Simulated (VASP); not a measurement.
Runs of VASP 6.6.1 on NaCl. It takes space group Fm-3m (No. 225, cubic). Conventional cell: a = 5.605 Å, b = 5.605 Å, c = 5.605 Å, α = 90.00°, β = 90.00°, γ = 90.00°. Na (site symmetry m-3m) has 6 Cl at 2.80 Å within 3.7 Å. Cl (site symmetry m-3m) has 6 Na at 2.80 Å within 3.7 Å. 

```csv
level,potentials or basis,k mesh,grid for exact exchange (PRECFOCK),screening parameter,gap on the mesh (eV),pressure (GPa)
LDA,"VASP PAW LDA potentials, release 64 (Na_pv, Cl)",4 × 4 × 4,-,-,4.77,-2.0
PBE,"VASP PAW PBE potentials, release 64 (Na_pv, Cl)",4 × 4 × 4,-,-,5.18,(b)
r2SCAN,"VASP PAW PBE potentials, release 64 (Na_pv, Cl)",4 × 4 × 4,-,-,6.00,-0.1
HSE06,"VASP PAW PBE potentials, release 64 (Na_pv, Cl)",4 × 4 × 4,Normal,0.2079 1/Å,6.55,0.7
PBE,"VASP PAW PBE potentials, release 64 (Na_pv, Cl)",6 × 6 × 6,-,-,5.18,(a)
```

Alike in all rows: task single point; no spin polarisation; cell as given; cutoff (eV) 520; smearing gaussian 0.01 eV.

Problem. Fill in the values left out.

Solution. (a) 1.2; (b) 1.3.

Caveats: some runs use coarse meshes; the PAW data sets were made with another functional, which shifts forces and pressure a little (some runs).

